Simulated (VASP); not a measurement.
# SnO2 (P1) in VASP: single point with r2SCAN

Aim: the single point of SnO2 with r2SCAN.

Everything below comes from runs of VASP 6.6.1. Logs are shortened: lines on timing, memory, paths and dates and some standing lists are left out, and cuts for length are marked.

## (1) The cell of the first run

The typed cell holds 6 atoms: a = 4.737 Å, b = 4.737 Å, c = 3.186 Å, α = 90.00°, β = 90.00°, γ = 90.00°.

## (2) Single point, r2SCAN (atoms moved at random)

POSCAR reads:

```
SnO2
1.0
    4.7373500000      0.0000000000      0.0000000000
    0.0000000000      4.7373500000      0.0000000000
    0.0000000000      0.0000000000      3.1864000000
Sn O
2 4
Direct
   -0.0077281813      0.0008249824     -0.0008342746
    0.5100180777      0.5005698134      0.4919127041
    0.2948596595      0.2951039379     -0.0049263583
    0.2022876487      0.8037699259      0.4995533946
    0.7025554924      0.6975660909      0.0010149697
    0.7980073030      0.2021652495      0.5132795645
```

INCAR.step1 reads:

```
SYSTEM = SnO2
ALGO     = Normal         ! electronic algorithm
EDIFF    = 1E-4           ! SCF threshold, eV
ENCUT    = 520            ! plane-wave cutoff, eV
GGA      = PE             ! functional
ISMEAR   = 0              ! smearing method
LASPH    = .True.         ! aspherical terms in the spheres
LCHARG   = .False.        ! write CHGCAR
LREAL    = .False.        ! projectors in reciprocal space
LWAVE    = .True.         ! write WAVECAR
NBANDS   = 35             ! bands
NELM     = 60             ! most SCF steps
PREC     = Accurate       ! precision mode
SIGMA    = 0.05           ! smearing width, eV
```

INCAR.step2 reads:

```
SYSTEM = SnO2
ALGO     = Normal         ! electronic algorithm
EDIFF    = 1E-6           ! SCF threshold, eV
ENCUT    = 520            ! plane-wave cutoff, eV
ISIF     = 2              ! what is computed and relaxed
ISMEAR   = 0              ! smearing method
ISTART   = 1            
LASPH    = .True.         ! aspherical terms in the spheres
LCHARG   = .False.        ! write CHGCAR
LMIXTAU  = .True.       
LREAL    = .False.        ! projectors in reciprocal space
LWAVE    = .False.        ! write WAVECAR
METAGGA  = R2SCAN         ! meta-GGA
NBANDS   = 35             ! bands
NELM     = 60             ! most SCF steps
PREC     = Accurate       ! precision mode
SIGMA    = 0.05           ! smearing width, eV
```

KPOINTS reads:

```
k-points
0
Gamma
  6 6 8
  0 0 0
```

Potentials or basis: VASP PAW PBE potentials, release 64 (Sn_d, O).

Run with:

```bash
> cat potpaw_PBE.64/Sn_d/POTCAR potpaw_PBE.64/O/POTCAR > POTCAR
> cp INCAR.step1 INCAR
> mpirun -np 1 vasp_std > vasp.out
> cp INCAR.step2 INCAR
> mpirun -np 1 vasp_std > vasp.out
```

OUTCAR:

```text
SYSTEM = SnO2
   EDIFF = 1E-6
   ENCUT = 520
   ISIF = 2
   ISMEAR = 0
   ISTART = 1
   LASPH = .True.
   LREAL = .False.
   METAGGA = R2SCAN
   NELM = 60
   PREC = Accurate

 ion  position               nearest neighbor table
   1  0.992  0.001  0.999-   5 1.99   3 2.00   6 2.04   4 2.10   4 2.10   6 2.11   2 3.65   2 3.65
                             2 3.67   2 3.67   2 3.75   2 3.75
   2  0.510  0.501  0.492-   6 1.97   5 2.04   4 2.05   5 2.08   3 2.12   3 2.13   1 3.65   1 3.65
                             1 3.67   1 3.67   1 3.75   1 3.75
   3  0.295  0.295  0.995-   1 2.00   2 2.12   2 2.13
   4  0.202  0.804  0.500-   2 2.05   1 2.10   1 2.10
   5  0.703  0.698  0.001-   1 1.99   2 2.04   2 2.08
   6  0.798  0.202  0.513-   2 1.97   1 2.04   1 2.11

  LATTYP: Found a simple tetragonal cell.
 ALAT       =     4.7373500000
 C/A-ratio  =     0.6726123255

  Lattice vectors:

 A1 = (   4.7373500000,   0.0000000000,   0.0000000000)
 A2 = (   0.0000000000,   4.7373500000,   0.0000000000)
 A3 = (   0.0000000000,   0.0000000000,   3.1864000000)

Analysis of symmetry for initial positions (statically):
=====================================================================
 Subroutine PRICEL returns:
 Original cell was already a primitive cell.

 Routine SETGRP: Setting up the symmetry group for a
 simple tetragonal supercell.

 Subroutine GETGRP returns: Found  1 space group operations
 (whereof  1 operations were pure point group operations)
 out of a pool of 16 trial point group operations.

The static configuration has the point symmetry C_1 .

Analysis of symmetry for dynamics (positions and initial velocities):
=====================================================================
 Subroutine PRICEL returns:
 Original cell was already a primitive cell.

 Routine SETGRP: Setting up the symmetry group for a
 simple tetragonal supercell.

 Subroutine GETGRP returns: Found  1 space group operations
 (whereof  1 operations were pure point group operations)
 out of a pool of 16 trial point group operations.

The dynamic configuration has the point symmetry C_1 .

 Subroutine INISYM returns: Found  1 space group operations
 (whereof  1 operations are pure point group operations),
 and found     1 'primitive' translations

----------------------------------------------------------------------------------------

                                     Primitive cell

  volume of cell :      71.5107

  direct lattice vectors                    reciprocal lattice vectors
     4.737350000  0.000000000  0.000000000     0.211088478  0.000000000  0.000000000
     0.000000000  4.737350000  0.000000000     0.000000000  0.211088478  0.000000000
     0.000000000  0.000000000  3.186400000     0.000000000  0.000000000  0.313833794

  length of vectors
     4.737350000  4.737350000  3.186400000     0.211088478  0.211088478  0.313833794

  position of ions in fractional coordinates (direct lattice)
     0.992271819  0.000824982  0.999165725
     0.510018078  0.500569813  0.491912704
     0.294859659  0.295103938  0.995073642
     0.202287649  0.803769926  0.499553395
     0.702555492  0.697566091  0.001014970
     0.798007303  0.202165249  0.513279565

  ion indices of the primitive-cell ions
   primitive index   ion index
                 1           1
                 2           2
                 3           3
                 4           4
                 5           5
                 6           6

----------------------------------------------------------------------------------------

 KPOINTS: k-points

Automatic generation of k-mesh.
 Grid dimensions read from file:
 generate k-points for:    6    6    8

 Generating k-lattice:

  Cartesian coordinates                     Fractional coordinates (reciprocal lattice)
     0.035181413  0.000000000  0.000000000     0.166666667  0.000000000  0.000000000
     0.000000000  0.035181413  0.000000000     0.000000000  0.166666667  0.000000000
     0.000000000  0.000000000  0.039229224     0.000000000  0.000000000  0.125000000

  Length of vectors
     0.035181413  0.035181413  0.039229224

  Shift w.r.t. Gamma in fractional coordinates (k-lattice)
     0.000000000  0.000000000  0.000000000

 Subroutine IBZKPT returns following result:
 ===========================================

 Found    148 irreducible k-points:

 Following reciprocal coordinates:
            Coordinates               Weight
  0.000000  0.000000  0.000000      1.000000
  0.166667  0.000000  0.000000      2.000000
  0.000000  0.166667  0.000000      2.000000
  0.333333  0.000000  0.000000      2.000000
  0.000000  0.333333  0.000000      2.000000
  0.500000  0.000000  0.000000      1.000000
[... 16 lines left out ...]
  0.000000  0.166667  0.125000      2.000000
 -0.166667  0.000000  0.125000      2.000000
 [... further k-points ...]
   k-points           NKPTS =    148   k-points in BZ     NKDIM =    148   number of bands    NBANDS=     35
   number of dos      NEDOS =    301   number of ions     NIONS =      6
   total plane-waves  NPLWV =  31104
   dimension x,y,z NGX =    36 NGY =   36 NGZ =   24
   dimension x,y,z NGXF=    72 NGYF=   72 NGZF=   48
   ions per type =               2   4
   NGX,Y,Z   is equivalent  to a cutoff of  12.63, 12.63, 12.52 a.u.
   NGXF,Y,Z  is equivalent  to a cutoff of  25.27, 25.27, 25.04 a.u.
 SYSTEM =  SnO2
   PREC   = accura    normal or accurate (medium, high low for compatibility)
   ISTART =      1    job   : 0-new  1-cont  2-samecut
   ICHARG =      0    charge: 1-file 2-atom 10-const
   ISPIN  =      1    spin polarized calculation?
   LNONCOLLINEAR =      F non collinear calculations
   LSORBIT =      F    spin-orbit coupling
   LASPH  =      T    aspherical Exc in radial PAW
   ENCUT  =  520.0 eV  38.22 Ry    6.18 a.u.   8.81  8.81  5.92*2*pi/ulx,y,z
   NELM   =     60;   NELMIN=  2; NELMDL=  0     # of ELM steps
   EDIFF  = 0.1E-05   stopping-criterion for ELM
   LREAL  =      F    real-space projection
   EDIFFG = 0.1E-04   stopping-criterion for IOM
   NSW    =      0    number of steps for IOM
   IBRION =     -1    ionic relax: 0-MD 1-quasi-New 2-CG
   NFREE  =      0    steps in history (QN), initial steepest desc. (CG)
   ISIF   =      2    stress and relaxation
   ISYM   =      2    0-nonsym 1-usesym 2-fastsym
   POTIM  = 0.5000    time-step for ionic-motion
   TEBEG  =    0.0;   TEEND  =   0.0 temperature during run
   PSTRESS=    0.0 pullay stress
   NELECT =      52.0000    total number of electrons
   NUPDOWN=      -1.0000    fix difference up-down
   EMIN   =  10.00;   EMAX   =-10.00  energy-range for DOS
   EFERMI =   0.00;   METHOD = LEGACY
   ISMEAR =     0;   SIGMA  =   0.05  broadening in eV -4-tet -1-fermi 0-gaus
   EFERMI_NEDOS =   21; number of points for ismear=-14 and -15
   IALGO  =     38    algorithm
   IMIX   =      4    mixing-type and parameters
     AMIX     =   0.40;   BMIX     =  1.00
     AMIX_MAG =   1.60;   BMIX_MAG =  1.00
  volume/ion in A,a.u.               =      11.92        80.43
  Fermi-wavevector in a.u.,A,eV,Ry     =   1.472150  2.781961 29.486913  2.167227
  Thomas-Fermi vector in A             =   2.587200
   LORBIT       =      0    0 simple, 1 ext, 2 COOP (PROOUT), +10 PAW based schemes
   METAGGA = R2SCAN    functional components
   LHFCALC =     F    Hartree Fock is set to
   AEXX    =    0.0000 exact exchange contribution
   IVDW    =     0    specifies the selected vdW correction
   LEPSILON=     F    determine dielectric tensor
   LRPA    =     F    only Hartree local field effects (RPA)
 non-spin polarized calculation
 Gauss-broadening in eV      SIGMA  =   0.05
  energy-cutoff  :      520.00
  volume of cell :       71.51
 maximum number of plane-waves:      1992
   NGX = 17   NGY = 17   NGZ = 11

 number of electron      51.9999997 magnetization

 Free energy of the ion-electron system (eV)
  ---------------------------------------------------
  ext. energy  EPLUGINS =         0.00000000
  ---------------------------------------------------
  free energy    TOTEN  =       -84.39992334 eV

  energy without entropy =      -84.39992334  energy(sigma->0) =      -84.39992334

 E-fermi :   6.0439     XC(G=0): -12.0590

 val. band max:        5.8371518906   @ k =   0.0000   0.0000   0.0000
 cond. band min:       7.5378957479   @ k =   0.0000   0.0000   0.0000
 fundamental gap:      1.7007438572
 Fermi energy:         6.0438850673

 k-point     1 :       0.0000    0.0000    0.0000
  band No.  band energies     occupation
      1     -16.1319      2.00000
      2     -15.0392      2.00000
      3     -14.9283      2.00000
      4     -14.8259      2.00000
      5     -14.8031      2.00000
      6     -14.7720      2.00000
[... 27 lines left out ...]
     34      19.2423      0.00000
     35      19.3722      0.00000

 k-point     2 :       0.1667    0.0000    0.0000
  band No.  band energies     occupation
      1     -16.0852      2.00000
      2     -15.1321      2.00000
      3     -14.9243      2.00000
      4     -14.8240      2.00000
      5     -14.8010      2.00000
      6     -14.7698      2.00000
[... 27 lines left out ...]
     34      19.0827      0.00000
     35      19.2416      0.00000

 k-point     3 :       0.0000    0.1667    0.0000
  band No.  band energies     occupation
      1     -16.0825      2.00000
      2     -15.1602      2.00000
      3     -14.9020      2.00000
      4     -14.8248      2.00000
      5     -14.8022      2.00000
      6     -14.7698      2.00000
[... 27 lines left out ...]
     34      19.0301      0.00000
     35      19.2833      0.00000
[... 723 lines left out ...]
 k-point    23 :       0.0000    0.1667    0.1250
  band No.  band energies     occupation
      1     -16.0322      2.00000
      2     -15.2155      2.00000
      3     -14.9742      2.00000
      4     -14.9317      2.00000
      5     -14.7887      2.00000
      6     -14.7568      2.00000
[... 27 lines left out ...]
     34      18.8757      0.00000
     35      19.3455      0.00000

 k-point    24 :      -0.1667    0.0000    0.1250
  band No.  band energies     occupation
      1     -16.0308      2.00000
      2     -15.1915      2.00000
      3     -15.0183      2.00000
      4     -14.9082      2.00000
      5     -14.7918      2.00000
      6     -14.7600      2.00000
[... 27 lines left out ...]
     34      18.9201      0.00000
     35      19.2381      0.00000

 [... further k-points ...]
[... 5 lines left out ...]
  --------------------------------------------------------------------------------------
  -------------------------------------------------------------------------------------
  Total        1.7431500      2.1905449      1.3134546      0.0917309     -0.4832172      0.1222276
  in kB       39.0547715     49.0785253     29.4275711      2.0552045    -10.8263422      2.7384743
  external PRESSURE =      39.1869560 kB  Pullay stress =       0.0000000 kB

 VOLUME and BASIS-vectors are now :
 -----------------------------------------------------------------------------
  energy-cutoff  :      520.00
  volume of cell :       71.51
      direct lattice vectors                 reciprocal lattice vectors
     4.737350000  0.000000000  0.000000000     0.211088478  0.000000000  0.000000000
     0.000000000  4.737350000  0.000000000     0.000000000  0.211088478  0.000000000
     0.000000000  0.000000000  3.186400000     0.000000000  0.000000000  0.313833794

 POSITION                                       TOTAL-FORCE (eV/Angst)
 -----------------------------------------------------------------------------------
      4.70074      0.00391      3.18374         1.195685     -0.053717      0.417347
      2.41613      2.37137      1.56743        -2.029212      0.100664      0.358156
      1.39685      1.39801      3.17070         1.273201      1.265277      0.082269
      0.95831      3.80774      1.59178        -0.576043      0.307050     -0.044083
      3.32825      3.30461      0.00323        -0.635435     -0.618244     -0.227561
      3.78044      0.95773      1.63551         0.771804     -1.001031     -0.586128
 -----------------------------------------------------------------------------------
    total drift:                               -0.002138      0.002353      0.004289

  FREE ENERGIE OF THE ION-ELECTRON SYSTEM (eV)
  ---------------------------------------------------
  free  energy   TOTEN  =       -84.3999233394 eV

  energy  without entropy=      -84.3999233394  energy(sigma->0) =      -84.39992334
```

Run time: 17 min. Hardware: 1 thread of AMD EPYC 9R14 (Zen 4), shared host; peak memory 0.35 GiB.

Results:

```
Free energy            : -84.3999 eV
Pressure               : 3.9 GPa
Largest force          : 2.063 eV/Å
Band gap on the k mesh : 1.70 eV
```

Forces on the atoms (eV/Å):
```
Sn   1.196 -0.054  0.417
Sn  -2.029  0.101  0.358
O    1.273  1.265  0.082
O   -0.576  0.307 -0.044
O   -0.635 -0.618 -0.228
O    0.772 -1.001 -0.586
```

Caveat: the cell differs from its parent crystal (atoms moved at random); the cell stands under pressure; the PAW data sets were made with another functional, which shifts forces and pressure a little; spin-orbit coupling is left out, which moves the levels of the heavy elements.
